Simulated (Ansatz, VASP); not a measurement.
Li: VASP beside Ansatz

```xyz
4
Lattice="4.4989 0.0000 0.0000 0.0000 4.4989 0.0000 0.0000 0.0000 4.4989" Properties=species:S:1:pos:R:3 pbc="T T T"
Li    3.9171    0.5818    2.8312
Li    1.6676    1.6676    1.6676
Li    0.5818    2.8312    3.9171
Li    2.8312    3.9171    0.5818
```

Alike in both runs: task single point; functional PBEsol; k mesh 10 × 10 × 10; occupations gaussian, width 0.1 eV; no spin polarisation.

```csv
,VASP,Ansatz
version,VASP 6.6.1,Ansatz 0.2.0
potentials or method,"VASP PAW PBE potentials, release 64 (Li_sv), cutoff 520 eV","scalar-relativistic, plane waves, PAW"
valence electrons in the cell,12,12
```

|  | VASP | Ansatz | Ansatz less VASP |
| --- | --- | --- | --- |
| gap on the k mesh at the Fermi level (eV) | none | none | - |
| rms of the force components (eV/Å) | 0.026 | 0.027 | +0.0004 |

VASP's potentials were made for PBE, not for PBEsol. Atom by atom the forces differ by 0.000 eV/Å (rms over components). A gap of «none» marks a metal or a gap that the smearing closes.

Noted on VASP's run: the cutoff is short for stress, so the pressure is rough.
